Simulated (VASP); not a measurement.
# Si (I4_1/amd) in VASP: a series of runs, part 2 of 2

VASP 6.6.1.

### 3 Single point, r2SCAN (strain +0.040 along x and y, +0.040 along z)

POSCAR reads:

```
Si
1.0
   -2.4662271967      2.4662271967      1.3824360055
    2.4662271967     -2.4662271967      1.3824360055
    2.4662271967      2.4662271967     -1.3824360055
Si
2
Direct
    0.2500000000      0.7500000000      0.5000000000
    0.5000000000      0.5000000000      0.0000000000
```

INCAR.step1 reads:

```
SYSTEM = Si
PREC     = Accurate       ! precision mode
ENCUT    = 520            ! plane-wave cutoff, eV
ISMEAR   = 0              ! smearing method
SIGMA    = 0.15           ! smearing width, eV
LREAL    = .False.        ! projectors in reciprocal space
LASPH    = .True.         ! aspherical terms in the spheres
NELM     = 80             ! most SCF steps
NBANDS   = 11             ! bands
GGA      = PE             ! functional
ALGO     = Normal         ! electronic algorithm
EDIFF    = 1E-4           ! SCF threshold, eV
LWAVE    = .True.         ! write WAVECAR
LCHARG   = .False.        ! write CHGCAR
```

INCAR.step2 reads:

```
SYSTEM = Si
PREC     = Accurate       ! precision mode
ENCUT    = 520            ! plane-wave cutoff, eV
EDIFF    = 1E-7           ! SCF threshold, eV
ISMEAR   = 0              ! smearing method
SIGMA    = 0.15           ! smearing width, eV
LREAL    = .False.        ! projectors in reciprocal space
LASPH    = .True.         ! aspherical terms in the spheres
NELM     = 80             ! most SCF steps
ALGO     = Normal         ! electronic algorithm
ISIF     = 2              ! what is computed and relaxed
LWAVE    = .False.        ! write WAVECAR
LCHARG   = .False.        ! write CHGCAR
METAGGA  = R2SCAN         ! meta-GGA
LMIXTAU  = .True.       
NBANDS   = 11             ! bands
ISTART   = 1
```

KPOINTS reads:

```
Automatic mesh
0
Gamma
  20 20 20
  0 0 0
```

Potentials or basis: VASP PAW PBE potentials, release 64 (Si).

Command:

```sh
$ cat potpaw_PBE.64/Si/POTCAR > POTCAR
$ cp INCAR.step1 INCAR
$ mpirun -np 1 vasp_std > vasp.out
$ cp INCAR.step2 INCAR
$ mpirun -np 1 vasp_std > vasp.out
```

OUTCAR:

```text
SYSTEM = Si
   PREC = Accurate
   ENCUT = 520
   EDIFF = 1E-7
   ISMEAR = 0
   LREAL = .False.
   LASPH = .True.
   NELM = 80
   ISIF = 2
   METAGGA = R2SCAN
   ISTART = 1

 ion  position               nearest neighbor table
   1  0.250  0.750  0.500-   2 2.56   2 2.56   2 2.56   2 2.56
   2  0.500  0.500  0.000-   1 2.56   1 2.56   1 2.56   1 2.56

  LATTYP: Found a body centered tetragonal cell.
 ALAT       =     4.9324543934
 C/A-ratio  =     0.5605468983

  Lattice vectors:

 A1 = (  -2.4662271967,   2.4662271967,   1.3824360055)
 A2 = (   2.4662271967,  -2.4662271967,   1.3824360055)
 A3 = (   2.4662271967,   2.4662271967,  -1.3824360055)

Analysis of symmetry for initial positions (statically):
=====================================================================
 Subroutine PRICEL returns:
 Original cell was already a primitive cell.

 Routine SETGRP: Setting up the symmetry group for a
 body centered tetragonal supercell.

 Subroutine GETGRP returns: Found 16 space group operations
 (whereof  8 operations were pure point group operations)
 out of a pool of 16 trial point group operations.

The static configuration has the point symmetry D_2d.
 The point group associated with its full space group is D_4h.

Analysis of symmetry for dynamics (positions and initial velocities):
=====================================================================
 Subroutine PRICEL returns:
 Original cell was already a primitive cell.

 Routine SETGRP: Setting up the symmetry group for a
 body centered tetragonal supercell.

 Subroutine GETGRP returns: Found 16 space group operations
 (whereof  8 operations were pure point group operations)
 out of a pool of 16 trial point group operations.

The dynamic configuration has the point symmetry D_2d.
 The point group associated with its full space group is D_4h.

 Subroutine INISYM returns: Found 16 space group operations
 (whereof  8 operations are pure point group operations),
 and found     1 'primitive' translations

[... 120 lines left out ...]
   LHFCALC =     F    Hartree Fock is set to
   AEXX    =    0.0000 exact exchange contribution
   IVDW    =     0    specifies the selected vdW correction
   LEPSILON=     F    determine dielectric tensor
   LRPA    =     F    only Hartree local field effects (RPA)
 non-spin polarized calculation
 Gauss-broadening in eV      SIGMA  =   0.15
  energy-cutoff  :      520.00
  volume of cell :       33.63
 maximum number of plane-waves:       923
   NGX = 13   NGY = 13   NGZ = 13

 number of electron       8.0000000 magnetization

 Free energy of the ion-electron system (eV)
  ---------------------------------------------------
  ext. energy  EPLUGINS =         0.00000000
  ---------------------------------------------------
  free energy    TOTEN  =       -16.59148200 eV

  energy without entropy =      -16.58312158  energy(sigma->0) =      -16.58730179

 E-fermi :   7.9606     XC(G=0): -11.0615

 val. band max:        7.9599635582   @ k =  -0.1000   0.5000   0.0500
 cond. band min:       7.9640527540   @ k =  -0.3000  -0.4500   0.0500
 fundamental gap:      0.0040891959
 Fermi energy:         7.9606006553

 k-point     1 :       0.0000    0.0000    0.0000
  band No.  band energies     occupation
      1      -5.6603      2.00000
      2       5.5440      2.00000
      3       5.5440      2.00000
      4       5.8026      2.00000
      5      10.3207      0.00000
      6      15.3704      0.00000
      7      16.5787      0.00000
      8      16.6319      0.00000
      9      16.6319      0.00000
     10      18.4729      0.00000
     11      18.5981      0.00000
[... 309 lines left out ...]
 k-point    24 :      -0.3500    0.0500    0.0000
  band No.  band energies     occupation
      1      -3.1245      2.00000
      2       3.6278      2.00000
      3       5.4352      2.00000
      4       6.5953      2.00000
      5       9.4119      0.00000
      6      11.9081      0.00000
      7      12.1740      0.00000
      8      12.8653      0.00000
      9      15.5936      0.00000
     10      16.0496      0.00000
     11      19.8516      0.00000

 [... further k-points ...]

------------------------ aborting loop because EDIFF is reached ----------------------------------------

  FORCE on cell =-STRESS in cart. coord.  units (eV):
  Direction    XX          YY          ZZ          XY          YZ          ZX
  --------------------------------------------------------------------------------------
  -------------------------------------------------------------------------------------
  Total       -1.9150424     -1.9150424     -1.6895214      0.0000000     -0.0000000      0.0000000
  in kB      -91.2258235    -91.2258235    -80.4828019      0.0000000     -0.0000000      0.0000000
  external PRESSURE =     -87.6448163 kB  Pullay stress =       0.0000000 kB

 VOLUME and BASIS-vectors are now :
 -----------------------------------------------------------------------------
  energy-cutoff  :      520.00
  volume of cell :       33.63
      direct lattice vectors                 reciprocal lattice vectors
    -2.466227197  2.466227197  1.382436006     0.000000000  0.202738823  0.361680395
     2.466227197 -2.466227197  1.382436006     0.202738823  0.000000000  0.361680395
     2.466227197  2.466227197 -1.382436006     0.202738823  0.202738823  0.000000000

 POSITION                                       TOTAL-FORCE (eV/Angst)
 -----------------------------------------------------------------------------------
      2.46623      0.00000      0.69122        -0.000000      0.000000      0.000000
      0.00000      0.00000      1.38244         0.000000     -0.000000     -0.000000
 -----------------------------------------------------------------------------------
    total drift:                                0.000000      0.000000      0.000000

  FREE ENERGIE OF THE ION-ELECTRON SYSTEM (eV)
  ---------------------------------------------------
  free  energy   TOTEN  =       -16.5914819951 eV

  energy  without entropy=      -16.5831215796  energy(sigma->0) =      -16.58730179
```

OUTCAR.step1:

```text
SYSTEM = Si
   PREC = Accurate
   ENCUT = 520
   ISMEAR = 0
   LREAL = .False.
   LASPH = .True.
[... 560 lines left out ...]
      2.46623      0.00000      0.69122         0.000000      0.000000      0.000000
      0.00000      0.00000      1.38244        -0.000000     -0.000000     -0.000000
 -----------------------------------------------------------------------------------
    total drift:                                0.000000      0.000000      0.000000

  FREE ENERGIE OF THE ION-ELECTRON SYSTEM (eV)
  ---------------------------------------------------
  free  energy   TOTEN  =       -10.1923345579 eV

  energy  without entropy=      -10.1833095194  energy(sigma->0) =      -10.18782204
```

OSZICAR.step1:

```text
N       E                     dE             d eps       ncg     rms          rms(c)
DAV:   1     0.495513231475E+01    0.49551E+01   -0.33474E+03 14110   0.602E+02
DAV:   2    -0.978420853826E+01   -0.14739E+02   -0.14173E+02 18393   0.796E+01
DAV:   3    -0.102017525705E+02   -0.41754E+00   -0.41504E+00 18240   0.112E+01
DAV:   4    -0.102036928697E+02   -0.19403E-02   -0.19400E-02 16906   0.964E-01
DAV:   5    -0.102037035407E+02   -0.10671E-04   -0.10671E-04 17587   0.657E-02    0.346E+00
DAV:   6    -0.101967604808E+02    0.69431E-02   -0.47446E-03 16290   0.339E-01    0.199E+00
DAV:   7    -0.101923090193E+02    0.44515E-02   -0.10730E-02 15648   0.526E-01    0.214E-01
DAV:   8    -0.101923345579E+02   -0.25539E-04   -0.52523E-04 16813   0.137E-01
   1 F= -.10192335E+02 E0= -.10187822E+02  d E =-.902504E-02
```

Wall time 23 min (1 thread of Intel Xeon 8259CL, shared host); peak memory 0.31 GiB.

Results:

- Free energy: -16.5915 eV
- Pressure: -8.8 GPa
- Band gap on the k mesh: zero (bands 4 and 5 overlap by 6.28 eV)

Levels at points of the mesh, in eV from the Fermi level:
```tsv
k point	band 1	band 2	band 3	band 4	band 5	band 6	band 7	band 8
(0.00, 0.00, 0.00)	-13.62	-2.42	-2.42	-2.16	2.36	7.41	8.62	8.67
(0.50, 0.00, 0.00)	-7.80	-6.64	-2.09	-1.77	-1.74	1.63	4.37	5.56
(0.50, 0.50, 0.00)	-10.55	-10.55	0.40	0.40	2.79	2.79	7.88	7.88
(0.50, 0.50, 0.50)	-8.34	-8.34	-6.44	-6.44	5.51	5.51	12.57	12.57
```

Caveat: the cell differs from its parent crystal (strain +0.040 along x and y, +0.040 along z); the cell stands under tension; the PAW data sets were made with another functional, which shifts forces and pressure a little.

### 4 Single point, r2SCAN (strain +0.080 along x and y, +0.000 along z)

POSCAR reads:

```
Si
1.0
   -2.5610820889      2.5610820889      1.3292653899
    2.5610820889     -2.5610820889      1.3292653899
    2.5610820889      2.5610820889     -1.3292653899
Si
2
Direct
    0.2500000000      0.7500000000      0.5000000000
    0.5000000000      0.5000000000      0.0000000000
```

INCAR.step1 reads:

```
PREC = Accurate
ENCUT = 520
ISMEAR = 0
SIGMA = 0.15
LREAL = F
LASPH = T
NELM = 100
NBANDS = 11
GGA = PE
ALGO = Normal
EDIFF = 1E-4
LWAVE = T
LCHARG = F
```

INCAR.step2 reads:

```
PREC = Accurate
ENCUT = 520
EDIFF = 1E-6
ISMEAR = 0
SIGMA = 0.15
LREAL = F
LASPH = T
NELM = 100
ALGO = Normal
ISIF = 2
LWAVE = F
LCHARG = T
METAGGA = R2SCAN
LMIXTAU = T
LELF = T
LVHAR = T
NBANDS = 11
ISTART = 1
```

KPOINTS reads:

```
regular mesh
0
Gamma
  20 20 20
```

Command:

```sh
$ cat potpaw_PBE.64/Si/POTCAR > POTCAR
$ cp INCAR.step1 INCAR
$ mpirun -np 1 vasp_std > vasp.out
$ cp INCAR.step2 INCAR
$ mpirun -np 1 vasp_std > vasp.out
```

It took 21 min on 1 thread of Intel Xeon 8259CL, shared host; peak memory 0.31 GiB.

It converged, with:

| Item | Value |
| --- | --- |
| Free energy | -16.4853 eV |
| Pressure | -11.2 GPa |
| Band gap on the k mesh | zero (bands 4 and 5 overlap by 5.23 eV) |

Stress tensor (GPa, compression positive):
```
-12.62   0.00   0.00
  0.00 -12.62   0.00
  0.00   0.00  -8.23
```

Levels at points of the mesh, in eV from the Fermi level:
```tsv
k point	band 2	band 3	band 4	band 5	band 6	band 7
(0.00, 0.00, 0.00)	-3.35	-2.68	-2.68	2.31	7.75	7.75
(0.50, 0.00, 0.00)	-6.16	-2.27	-1.77	-1.21	1.91	4.14
(0.50, 0.50, 0.00)	-10.48	0.01	0.01	1.89	1.89	9.27
(0.50, 0.50, 0.50)	-8.65	-6.27	-6.27	7.12	7.12	11.11
```

Caveat: the cell differs from its parent crystal (strain +0.080 along x and y, +0.000 along z); the cell stands under tension; the PAW data sets were made with another functional, which shifts forces and pressure a little.

### 5 The runs side by side

```csv
cell,gap on the mesh (eV),pressure (GPa)
"a = 3.840 Å, angles 96.3, 96.3, 141.2°, 2 atoms",none,-8.1
"a = 3.752 Å, angles 97.8, 97.8, 136.8°, 2 atoms",none,-8.8
"a = 3.858 Å, angles 96.8, 96.8, 139.7°, 2 atoms",none,-11.2
```

Alike in all rows: task single point; level r2SCAN; potentials or basis VASP PAW PBE potentials, release 64 (Si); no spin polarisation; k mesh 20 × 20 × 20; cutoff (eV) 520; smearing gaussian 0.15 eV.

Caveats: the PAW data sets were made with another functional, which shifts forces and pressure a little; the cell stands under tension (at least some runs); the stress differs along the axes, from -11 to -1 GPa (at least some runs).

Total energies depend on the potentials used, so only differences within one code and one set of settings carry meaning.
